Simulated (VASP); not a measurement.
# MoS2 (R-3m) in VASP: single point with LDA

Aim: the single point of MoS2 with LDA.

Everything below comes from runs of VASP 6.6.1. Logs are shortened: lines on timing, memory, paths and dates and some standing lists are left out, and cuts for length are marked.

**1. The cell of the first run**

The structure is trigonal, space group R-3m (No. 166). The conventional cell has a = 3.099 Å, b = 3.099 Å, c = 17.801 Å, α = 90.00°, β = 90.00°, γ = 120.00°. Mo (site symmetry -3m) has 6 S at 2.40 Å and 6 Mo at 3.10 Å within 3.2 Å. Within 3.3 Å of S (site symmetry 3m) lie 3 Mo at 2.40 Å and 9 S at 3.10 to 3.27 Å.

**2. Single point, LDA**

File INCAR:

```
SYSTEM = MoS2
ALGO = Normal ; EDIFF = 1E-7
ENCUT = 520 ; GGA = CA
ISIF = 2 ; ISMEAR = 0
LASPH = .TRUE. ; LCHARG = .FALSE.
LREAL = .FALSE. ; LWAVE = .FALSE.
NBANDS = 20 ; NELM = 100
PREC = Accurate ; SIGMA = 0.1
```

File KPOINTS:

```
k-points
0
G
  18 18 18
  0 0 0
```

File POSCAR:

```
MoS2
1.0
    1.5494855387      0.8945958929      5.9335153396
   -1.5494855387      0.8945958929      5.9335153396
    0.0000000000     -1.7891917857      5.9335153396
Mo S
1 2
Direct
    0.0000000000      0.0000000000      0.0000000000
    0.7564016309      0.7564016309      0.7564016309
    0.2435983691      0.2435983691      0.2435983691
```

Potentials or basis: VASP PAW LDA potentials, release 64 (Mo_sv, S).

Command:

```bash
cat potpaw_LDA.64/Mo_sv/POTCAR potpaw_LDA.64/S/POTCAR > POTCAR
mpirun -np 1 vasp_std > vasp.out
```

OUTCAR:

```text
SYSTEM = MoS2
   EDIFF = 1E-7
   ENCUT = 520
   GGA = CA
   ISIF = 2
   ISMEAR = 0
   LASPH = .TRUE.
   LREAL = .FALSE.
   NELM = 100
   PREC = Accurate

 ion  position               nearest neighbor table
   1  0.000  0.000  0.000-   2 2.40   3 2.40   2 2.40   2 2.40   3 2.40   3 2.40
   2  0.756  0.756  0.756-   1 2.40   1 2.40   1 2.40
   3  0.244  0.244  0.244-   1 2.40   1 2.40   1 2.40

  LATTYP: Found a trigonal (rhomboedric) cell.
 ALAT       =     6.1974036121
 COS(alpha) =     0.8749782745

  Lattice vectors:

 A1 = (   1.5494855387,   0.8945958929,   5.9335153396)
 A2 = (  -1.5494855387,   0.8945958929,   5.9335153396)
 A3 = (   0.0000000000,  -1.7891917857,   5.9335153396)

Analysis of symmetry for initial positions (statically):
=====================================================================
 Subroutine PRICEL returns:
 Original cell was already a primitive cell.

 Routine SETGRP: Setting up the symmetry group for a
 trigonal (rhombohedral) supercell.

 Subroutine GETGRP returns: Found 12 space group operations
 (whereof 12 operations were pure point group operations)
 out of a pool of 12 trial point group operations.

The static configuration has the point symmetry D_3d.

Analysis of symmetry for dynamics (positions and initial velocities):
=====================================================================
 Subroutine PRICEL returns:
 Original cell was already a primitive cell.

 Routine SETGRP: Setting up the symmetry group for a
 trigonal (rhombohedral) supercell.

 Subroutine GETGRP returns: Found 12 space group operations
 (whereof 12 operations were pure point group operations)
 out of a pool of 12 trial point group operations.

The dynamic configuration has the point symmetry D_3d.

 Subroutine INISYM returns: Found 12 space group operations
 (whereof 12 operations are pure point group operations),
 and found     1 'primitive' translations

----------------------------------------------------------------------------------------

                                     Primitive cell

  volume of cell :      49.3489

  direct lattice vectors                    reciprocal lattice vectors
     1.549485539  0.894595893  5.933515340     0.322687749  0.186303859  0.056178052
    -1.549485539  0.894595893  5.933515340    -0.322687749  0.186303859  0.056178052
     0.000000000 -1.789191786  5.933515340     0.000000000 -0.372607717  0.056178052

  length of vectors
     6.197403612  6.197403612  6.197403612     0.376818901  0.376818901  0.376818901

  position of ions in fractional coordinates (direct lattice)
     0.000000000  0.000000000  0.000000000
     0.756401631  0.756401631  0.756401631
     0.243598369  0.243598369  0.243598369

  ion indices of the primitive-cell ions
   primitive index   ion index
                 1           1
                 2           2
                 3           3

----------------------------------------------------------------------------------------

 KPOINTS: k-points

Automatic generation of k-mesh.
 Grid dimensions read from file:
 generate k-points for:   18   18   18

 Generating k-lattice:

  Cartesian coordinates                     Fractional coordinates (reciprocal lattice)
     0.017927097  0.010350214  0.003121003     0.055555556  0.000000000 -0.000000000
    -0.017927097  0.010350214  0.003121003     0.000000000  0.055555556 -0.000000000
     0.000000000 -0.020700429  0.003121003     0.000000000  0.000000000  0.055555556

  Length of vectors
     0.020934383  0.020934383  0.020934383

  Shift w.r.t. Gamma in fractional coordinates (k-lattice)
     0.000000000  0.000000000  0.000000000

 Subroutine IBZKPT returns following result:
 ===========================================

 Found    580 irreducible k-points:

 Following reciprocal coordinates:
            Coordinates               Weight
  0.000000  0.000000  0.000000      1.000000
  0.055556 -0.000000 -0.000000      6.000000
  0.111111 -0.000000 -0.000000      6.000000
  0.166667 -0.000000  0.000000      6.000000
  0.222222 -0.000000 -0.000000      6.000000
  0.277778 -0.000000 -0.000000      6.000000
[... 16 lines left out ...]
 -0.277778  0.055556  0.000000     12.000000
 -0.222222  0.055556  0.000000     12.000000
 [... further k-points ...]
   k-points           NKPTS =    580   k-points in BZ     NKDIM =    580   number of bands    NBANDS=     20
   number of dos      NEDOS =    301   number of ions     NIONS =      3
   total plane-waves  NPLWV = 110592
   dimension x,y,z NGX =    48 NGY =   48 NGZ =   48
   dimension x,y,z NGXF=    96 NGYF=   96 NGZF=   96
   ions per type =               1   2
   NGX,Y,Z   is equivalent  to a cutoff of  12.88, 12.88, 12.88 a.u.
   NGXF,Y,Z  is equivalent  to a cutoff of  25.75, 25.75, 25.75 a.u.
 SYSTEM =  MoS2
   PREC   = accura    normal or accurate (medium, high low for compatibility)
   ISTART =      0    job   : 0-new  1-cont  2-samecut
   ICHARG =      2    charge: 1-file 2-atom 10-const
   ISPIN  =      1    spin polarized calculation?
   LNONCOLLINEAR =      F non collinear calculations
   LSORBIT =      F    spin-orbit coupling
   LASPH  =      T    aspherical Exc in radial PAW
   ENCUT  =  520.0 eV  38.22 Ry    6.18 a.u.  11.52 11.52 11.52*2*pi/ulx,y,z
   NELM   =    100;   NELMIN=  2; NELMDL= -5     # of ELM steps
   EDIFF  = 0.1E-06   stopping-criterion for ELM
   LREAL  =      F    real-space projection
   EDIFFG = 0.1E-05   stopping-criterion for IOM
   NSW    =      0    number of steps for IOM
   IBRION =     -1    ionic relax: 0-MD 1-quasi-New 2-CG
   NFREE  =      0    steps in history (QN), initial steepest desc. (CG)
   ISIF   =      2    stress and relaxation
   ISYM   =      2    0-nonsym 1-usesym 2-fastsym
   POTIM  = 0.5000    time-step for ionic-motion
   TEBEG  =    0.0;   TEEND  =   0.0 temperature during run
   PSTRESS=    0.0 pullay stress
   NELECT =      26.0000    total number of electrons
   NUPDOWN=      -1.0000    fix difference up-down
   EMIN   =  10.00;   EMAX   =-10.00  energy-range for DOS
   EFERMI =   0.00;   METHOD = LEGACY
   ISMEAR =     0;   SIGMA  =   0.10  broadening in eV -4-tet -1-fermi 0-gaus
   EFERMI_NEDOS =   21; number of points for ismear=-14 and -15
   IALGO  =     38    algorithm
   IMIX   =      4    mixing-type and parameters
     AMIX     =   0.40;   BMIX     =  1.00
     AMIX_MAG =   1.60;   BMIX_MAG =  1.00
  volume/ion in A,a.u.               =      16.45       111.01
  Fermi-wavevector in a.u.,A,eV,Ry     =   1.322229  2.498651 23.786925  1.748290
  Thomas-Fermi vector in A             =   2.451925
   LORBIT       =      0    0 simple, 1 ext, 2 COOP (PROOUT), +10 PAW based schemes
   GGA     = CA    functional components
   LHFCALC =     F    Hartree Fock is set to
   AEXX    =    0.0000 exact exchange contribution
   IVDW    =     0    specifies the selected vdW correction
   LEPSILON=     F    determine dielectric tensor
   LRPA    =     F    only Hartree local field effects (RPA)
 non-spin polarized calculation
 Gauss-broadening in eV      SIGMA  =   0.10
  energy-cutoff  :      520.00
  volume of cell :       49.35
 maximum number of plane-waves:      1346
 NGX is ok and might be reduce to    48
   NGX = 23   NGY = 23   NGZ = 23

 number of electron      26.0000001 magnetization

 Free energy of the ion-electron system (eV)
  ---------------------------------------------------
  ext. energy  EPLUGINS =         0.00000000
  ---------------------------------------------------
  free energy    TOTEN  =       -23.69083960 eV

  energy without entropy =      -23.68738056  energy(sigma->0) =      -23.68911008

 E-fermi :   8.6063     XC(G=0): -11.6167

 val. band max:        8.6024592254   @ k =  -0.3333   0.3333   0.0556
 cond. band min:       8.6102644224   @ k =  -0.4444   0.4444   0.2222
 fundamental gap:      0.0078051970
 Fermi energy:         8.6062953142

 k-point     1 :       0.0000    0.0000    0.0000
  band No.  band energies     occupation
      1     -52.6882      2.00000
      2     -27.0181      2.00000
      3     -26.7986      2.00000
      4     -26.7986      2.00000
      5      -6.7430      2.00000
      6      -4.9143      2.00000
[... 12 lines left out ...]
     19      15.7415      0.00000
     20      18.3387      0.00000

 k-point     2 :       0.0556   -0.0000   -0.0000
  band No.  band energies     occupation
      1     -52.6866      2.00000
      2     -27.0151      2.00000
      3     -26.8139      2.00000
      4     -26.8020      2.00000
      5      -6.6880      2.00000
      6      -4.9020      2.00000
[... 12 lines left out ...]
     19      15.9331      0.00000
     20      18.0612      0.00000

 k-point     3 :       0.1111   -0.0000   -0.0000
  band No.  band energies     occupation
      1     -52.6818      2.00000
      2     -27.0064      2.00000
      3     -26.8577      2.00000
      4     -26.8120      2.00000
      5      -6.5262      2.00000
      6      -4.8649      2.00000
[... 12 lines left out ...]
     19      16.3441      0.00000
     20      17.7430      0.00000

 k-point     4 :       0.1667   -0.0000    0.0000
  band No.  band energies     occupation
      1     -52.6746      2.00000
      2     -26.9931      2.00000
      3     -26.9243      2.00000
      4     -26.8272      2.00000
      5      -6.2684      2.00000
      6      -4.8022      2.00000
[... 12 lines left out ...]
     19      16.6934      0.00000
     20      17.9384      0.00000

 k-point     5 :       0.2222   -0.0000   -0.0000
  band No.  band energies     occupation
      1     -52.6656      2.00000
      2     -27.0058      2.00000
      3     -26.9760      2.00000
      4     -26.8457      2.00000
      5      -5.9352      2.00000
      6      -4.7112      2.00000
[... 12 lines left out ...]
     19      16.7003      0.00000
     20      18.4265      0.00000
[... 353 lines left out ...]
      6      -4.0048      2.00000
[... 12 lines left out ...]
     19      15.7264      0.00000
     20      16.5010      0.00000

 k-point    22 :      -0.3333    0.0556    0.0000
  band No.  band energies     occupation
      1     -52.6426      2.00000
      2     -27.2017      2.00000
      3     -26.9341      2.00000
      4     -26.9002      2.00000
      5      -5.0404      2.00000
      6      -4.2821      2.00000
[... 12 lines left out ...]
     19      15.8467      0.00000
     20      17.1678      0.00000

 k-point    23 :      -0.2778    0.0556    0.0000
  band No.  band energies     occupation
      1     -52.6508      2.00000
      2     -27.1317      2.00000
      3     -26.9491      2.00000
      4     -26.8821      2.00000
      5      -5.3451      2.00000
      6      -4.4999      2.00000
[... 12 lines left out ...]
     19      16.0577      0.00000
     20      18.2652      0.00000

 k-point    24 :      -0.2222    0.0556    0.0000
  band No.  band energies     occupation
      1     -52.6600      2.00000
      2     -27.0513      2.00000
      3     -26.9661      2.00000
      4     -26.8615      2.00000
      5      -5.7184      2.00000
      6      -4.6432      2.00000
[... 12 lines left out ...]
     19      16.4791      0.00000
     20      18.5674      0.00000

 [... further k-points ...]

------------------------ aborting loop because EDIFF is reached ----------------------------------------

  FORCE on cell =-STRESS in cart. coord.  units (eV):
  Direction    XX          YY          ZZ          XY          YZ          ZX
  --------------------------------------------------------------------------------------
  -------------------------------------------------------------------------------------
  Total        0.0432981      0.0432981      0.0424387      0.0000000      0.0000000      0.0000000
  in kB        1.4057284      1.4057284      1.3778275      0.0000000      0.0000000      0.0000000
  external PRESSURE =       1.3964281 kB  Pullay stress =       0.0000000 kB

 VOLUME and BASIS-vectors are now :
 -----------------------------------------------------------------------------
  energy-cutoff  :      520.00
  volume of cell :       49.35
      direct lattice vectors                 reciprocal lattice vectors
     1.549485539  0.894595893  5.933515340     0.322687749  0.186303859  0.056178052
    -1.549485539  0.894595893  5.933515340    -0.322687749  0.186303859  0.056178052
     0.000000000 -1.789191786  5.933515340     0.000000000 -0.372607717  0.056178052

 POSITION                                       TOTAL-FORCE (eV/Angst)
 -----------------------------------------------------------------------------------
      0.00000      0.00000      0.00000         0.000000      0.000000     -0.000000
      0.00000      0.00000     13.46436         0.000000      0.000000      0.015587
      0.00000      0.00000      4.33618         0.000000     -0.000000     -0.015587
 -----------------------------------------------------------------------------------
    total drift:                               -0.000000     -0.000000     -0.000000

  FREE ENERGIE OF THE ION-ELECTRON SYSTEM (eV)
  ---------------------------------------------------
  free  energy   TOTEN  =       -23.6908395956 eV

  energy  without entropy=      -23.6873805605  energy(sigma->0) =      -23.68911008
```

Run time: 17 min. Hardware: 1 thread of Intel Xeon Platinum 8559C (Emerald Rapids), shared host; peak memory 0.66 GiB.

What came out:

```
Free energy            : -23.6908 eV
Pressure               : 0.1 GPa
Largest force          : 0.016 eV/Å
Band gap on the k mesh : zero (bands 13 and 14 overlap by 0.56 eV)
```

Forces on the atoms (eV/Å):
```
Mo   0.000  0.000  0.000
S    0.000  0.000  0.016
S    0.000  0.000 -0.016
```
